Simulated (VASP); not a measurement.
# AlN (P6_3mc) in VASP: notebook, part 2 of 3

VASP 6.6.1.

### Step 3. Single point, PBE

INCAR reads:

```
SYSTEM = AlN
ALGO     = Normal         ! electronic algorithm
EDIFF    = 1E-6           ! SCF threshold, eV
ENCUT    = 520            ! plane-wave cutoff, eV
GGA      = PE             ! functional
ISIF     = 2              ! what is computed and relaxed
ISMEAR   = 0              ! smearing method
LASPH    = .True.         ! aspherical terms in the spheres
LCHARG   = .False.        ! write CHGCAR
LREAL    = .False.        ! projectors in reciprocal space
LWAVE    = .False.        ! write WAVECAR
NBANDS   = 16             ! bands
NELM     = 80             ! most SCF steps
PREC     = Accurate       ! precision mode
SIGMA    = 0.05           ! smearing width, eV
```

KPOINTS reads:

```
k-points
0
Gamma
  9 9 6
  0 0 0
```

POSCAR reads:

```
AlN
1.0
    3.2859774621      0.0000000000      0.0000000000
   -1.6429887310      2.8457399585      0.0000000000
    0.0000000000      0.0000000000      4.1528332427
Al N
2 2
Direct
    0.3333333333      0.6666666667      0.7729095315
    0.6666666667      0.3333333333      0.2729095315
    0.3333333333      0.6666666667      0.2058696077
    0.6666666667      0.3333333333      0.7058696077
```

Potentials or basis: VASP PAW PBE potentials, release 64 (Al, N).

Launch:

```bash
> cat potpaw_PBE.64/Al/POTCAR potpaw_PBE.64/N/POTCAR > POTCAR
> mpirun -np 1 vasp_std > vasp.out
```

OUTCAR:

```text
SYSTEM = AlN
   EDIFF = 1E-6
   ENCUT = 520
   GGA = PE
   ISIF = 2
   ISMEAR = 0
   LASPH = .True.
   LREAL = .False.
   NELM = 80
   PREC = Accurate

 ion  position               nearest neighbor table
   1  0.333  0.667  0.773-   3 1.80   4 1.92   4 1.92   4 1.92   3 2.35   2 2.81   2 2.81   2 2.81
                             2 2.81   2 2.81   2 2.81
   2  0.667  0.333  0.273-   4 1.80   3 1.92   3 1.92   3 1.92   4 2.35   1 2.81   1 2.81   1 2.81
                             1 2.81   1 2.81   1 2.81
   3  0.333  0.667  0.206-   1 1.80   2 1.92   2 1.92   2 1.92   1 2.35
   4  0.667  0.333  0.706-   2 1.80   1 1.92   1 1.92   1 1.92   2 2.35

  LATTYP: Found a hexagonal cell.
 ALAT       =     3.2859774621
 C/A-ratio  =     1.2638045424

  Lattice vectors:

 A1 = (   3.2859774621,   0.0000000000,   0.0000000000)
 A2 = (  -1.6429887310,   2.8457399585,   0.0000000000)
 A3 = (   0.0000000000,   0.0000000000,   4.1528332427)

Analysis of symmetry for initial positions (statically):
=====================================================================
 Subroutine PRICEL returns:
 Original cell was already a primitive cell.

 Routine SETGRP: Setting up the symmetry group for a
 hexagonal supercell.

 Subroutine GETGRP returns: Found 12 space group operations
 (whereof  6 operations were pure point group operations)
 out of a pool of 24 trial point group operations.

The static configuration has the point symmetry C_3v.
 The point group associated with its full space group is C_6v.

Analysis of symmetry for dynamics (positions and initial velocities):
=====================================================================
 Subroutine PRICEL returns:
 Original cell was already a primitive cell.

 Routine SETGRP: Setting up the symmetry group for a
 hexagonal supercell.

 Subroutine GETGRP returns: Found 12 space group operations
 (whereof  6 operations were pure point group operations)
 out of a pool of 24 trial point group operations.

The dynamic configuration has the point symmetry C_3v.
 The point group associated with its full space group is C_6v.

 Subroutine INISYM returns: Found 12 space group operations
 (whereof  6 operations are pure point group operations),
 and found     1 'primitive' translations

----------------------------------------------------------------------------------------

                                     Primitive cell

  volume of cell :      38.8333

  direct lattice vectors                    reciprocal lattice vectors
     3.285977462  0.000000000  0.000000000     0.304323451  0.175701226  0.000000000
    -1.642988731  2.845739958  0.000000000     0.000000000  0.351402452  0.000000000
     0.000000000  0.000000000  4.152833243     0.000000000  0.000000000  0.240799459

  length of vectors
     3.285977462  3.285977462  4.152833243     0.351402452  0.351402452  0.240799459

  position of ions in fractional coordinates (direct lattice)
     0.333333333  0.666666667  0.772909531
     0.666666667  0.333333333  0.272909531
     0.333333333  0.666666667  0.205869608
     0.666666667  0.333333333  0.705869608

  ion indices of the primitive-cell ions
   primitive index   ion index
                 1           1
                 2           2
                 3           3
                 4           4

----------------------------------------------------------------------------------------

 KPOINTS: k-points

Automatic generation of k-mesh.
 Grid dimensions read from file:
 generate k-points for:    9    9    6

 Generating k-lattice:

  Cartesian coordinates                     Fractional coordinates (reciprocal lattice)
     0.033813717  0.019522358  0.000000000     0.111111111  0.000000000  0.000000000
     0.000000000  0.039044717  0.000000000     0.000000000  0.111111111  0.000000000
     0.000000000  0.000000000  0.040133243     0.000000000  0.000000000  0.166666667

  Length of vectors
     0.039044717  0.039044717  0.040133243

  Shift w.r.t. Gamma in fractional coordinates (k-lattice)
     0.000000000  0.000000000  0.000000000

 Subroutine IBZKPT returns following result:
 ===========================================

 Found     48 irreducible k-points:

 Following reciprocal coordinates:
            Coordinates               Weight
  0.000000  0.000000  0.000000      1.000000
  0.111111 -0.000000  0.000000      6.000000
  0.222222 -0.000000  0.000000      6.000000
  0.333333  0.000000  0.000000      6.000000
  0.444444 -0.000000  0.000000      6.000000
  0.111111  0.111111  0.000000      6.000000
[... 16 lines left out ...]
  0.333333  0.222222  0.166667     24.000000
  0.333333  0.333333  0.166667      4.000000
 [... further k-points ...]
   k-points           NKPTS =     48   k-points in BZ     NKDIM =     48   number of bands    NBANDS=     16
   number of dos      NEDOS =    301   number of ions     NIONS =      4
   total plane-waves  NPLWV =  18432
   dimension x,y,z NGX =    24 NGY =   24 NGZ =   32
   dimension x,y,z NGXF=    48 NGYF=   48 NGZF=   64
   ions per type =               2   2
   NGX,Y,Z   is equivalent  to a cutoff of  12.14, 12.14, 12.81 a.u.
   NGXF,Y,Z  is equivalent  to a cutoff of  24.28, 24.28, 25.62 a.u.
 SYSTEM =  AlN
   PREC   = accura    normal or accurate (medium, high low for compatibility)
   ISTART =      0    job   : 0-new  1-cont  2-samecut
   ICHARG =      2    charge: 1-file 2-atom 10-const
   ISPIN  =      1    spin polarized calculation?
   LNONCOLLINEAR =      F non collinear calculations
   LSORBIT =      F    spin-orbit coupling
   LASPH  =      T    aspherical Exc in radial PAW
   ENCUT  =  520.0 eV  38.22 Ry    6.18 a.u.   6.11  6.11  7.72*2*pi/ulx,y,z
   NELM   =     80;   NELMIN=  2; NELMDL= -5     # of ELM steps
   EDIFF  = 0.1E-05   stopping-criterion for ELM
   LREAL  =      F    real-space projection
   EDIFFG = 0.1E-04   stopping-criterion for IOM
   NSW    =      0    number of steps for IOM
   IBRION =     -1    ionic relax: 0-MD 1-quasi-New 2-CG
   NFREE  =      0    steps in history (QN), initial steepest desc. (CG)
   ISIF   =      2    stress and relaxation
   ISYM   =      2    0-nonsym 1-usesym 2-fastsym
   POTIM  = 0.5000    time-step for ionic-motion
   TEBEG  =    0.0;   TEEND  =   0.0 temperature during run
   PSTRESS=    0.0 pullay stress
   NELECT =      16.0000    total number of electrons
   NUPDOWN=      -1.0000    fix difference up-down
   EMIN   =  10.00;   EMAX   =-10.00  energy-range for DOS
   EFERMI =   0.00;   METHOD = LEGACY
   ISMEAR =     0;   SIGMA  =   0.05  broadening in eV -4-tet -1-fermi 0-gaus
   EFERMI_NEDOS =   21; number of points for ismear=-14 and -15
   IALGO  =     38    algorithm
   IMIX   =      4    mixing-type and parameters
     AMIX     =   0.40;   BMIX     =  1.00
     AMIX_MAG =   1.60;   BMIX_MAG =  1.00
  volume/ion in A,a.u.               =       9.71        65.52
  Fermi-wavevector in a.u.,A,eV,Ry     =   1.218185  2.302037 20.190715  1.483976
  Thomas-Fermi vector in A             =   2.353480
   LORBIT       =      0    0 simple, 1 ext, 2 COOP (PROOUT), +10 PAW based schemes
   GGA     = PE    functional components
   LHFCALC =     F    Hartree Fock is set to
   AEXX    =    0.0000 exact exchange contribution
   IVDW    =     0    specifies the selected vdW correction
   LEPSILON=     F    determine dielectric tensor
   LRPA    =     F    only Hartree local field effects (RPA)
 non-spin polarized calculation
 Gauss-broadening in eV      SIGMA  =   0.05
  energy-cutoff  :      520.00
  volume of cell :       38.83
 maximum number of plane-waves:      1068
   NGX = 13   NGY = 13   NGZ = 15

 number of electron      15.9999999 magnetization

 Free energy of the ion-electron system (eV)
  ---------------------------------------------------
  ext. energy  EPLUGINS =         0.00000000
  ---------------------------------------------------
  free energy    TOTEN  =       -28.98886820 eV

  energy without entropy =      -28.98886820  energy(sigma->0) =      -28.98886820

 E-fermi :   8.0191     XC(G=0): -11.2418

 val. band max:        7.8089655144   @ k =   0.0000   0.0000   0.0000
 cond. band min:      11.5834604359   @ k =   0.0000   0.0000   0.0000
 fundamental gap:      3.7744949215
 Fermi energy:         8.0190537053

 k-point     1 :       0.0000    0.0000    0.0000
  band No.  band energies     occupation
      1      -8.7931      2.00000
      2      -5.1565      2.00000
      3       1.2868      2.00000
      4       4.9109      2.00000
      5       4.9109      2.00000
      6       6.5564      2.00000
[... 433 lines left out ...]
      3       1.5661      2.00000
      4       2.5311      2.00000
      5       2.5311      2.00000
      6       5.1071      2.00000
[... 8 lines left out ...]
     15      19.8183      0.00000
     16      21.6346      0.00000

 [... further k-points ...]
[... 5 lines left out ...]
  --------------------------------------------------------------------------------------
  -------------------------------------------------------------------------------------
  Total        0.1570877      0.1570877      9.3333519      0.0000000     -0.0000000      0.0000000
  in kB        6.4810957      6.4810957    385.0737691      0.0000000     -0.0000000      0.0000000
  external PRESSURE =     132.6786535 kB  Pullay stress =       0.0000000 kB

 VOLUME and BASIS-vectors are now :
 -----------------------------------------------------------------------------
  energy-cutoff  :      520.00
  volume of cell :       38.83
      direct lattice vectors                 reciprocal lattice vectors
     3.285977462  0.000000000  0.000000000     0.304323451  0.175701226  0.000000000
    -1.642988731  2.845739958  0.000000000     0.000000000  0.351402452  0.000000000
     0.000000000  0.000000000  4.152833243     0.000000000  0.000000000  0.240799459

 POSITION                                       TOTAL-FORCE (eV/Angst)
 -----------------------------------------------------------------------------------
     -0.00000      1.89716      3.20976        -0.000000      0.000000     -1.743391
      1.64299      0.94858      1.13335         0.000000     -0.000000     -1.743391
     -0.00000      1.89716      0.85494         0.000000      0.000000      1.743391
      1.64299      0.94858      2.93136         0.000000     -0.000000      1.743391
 -----------------------------------------------------------------------------------
    total drift:                               -0.000000     -0.000000      0.000351

  FREE ENERGIE OF THE ION-ELECTRON SYSTEM (eV)
  ---------------------------------------------------
  free  energy   TOTEN  =       -28.9888681997 eV

  energy  without entropy=      -28.9888681997  energy(sigma->0) =      -28.98886820
```

Run time: 14 s. Hardware: 1 thread of Intel Xeon Platinum 8259CL at 2.50GHz (Skylake/Cascade Lake), shared host; peak memory 0.15 GiB.

What came out:

| Quantity | Value |
| --- | --- |
| Free energy | -28.9889 eV |
| Pressure | 13.3 GPa |
| Largest force | 1.743 eV/Å |
| Band gap on the k mesh | 3.77 eV, direct |

Forces on the atoms (eV/Å):
```
Al   0.000  0.000 -1.743
Al   0.000  0.000 -1.743
N    0.000  0.000  1.743
N    0.000  0.000  1.743
```

Stress tensor (GPa, compression positive):
```
 0.65  0.00  0.00
 0.00  0.65  0.00
 0.00  0.00 38.51
```

Caveat: forces of over 1 eV/Å act on the atoms, so gaps and moduli don't describe the material at rest. A hybrid or GW would open this gap; PBE tends to underestimate it.

(Continued in part 3 of 3.)
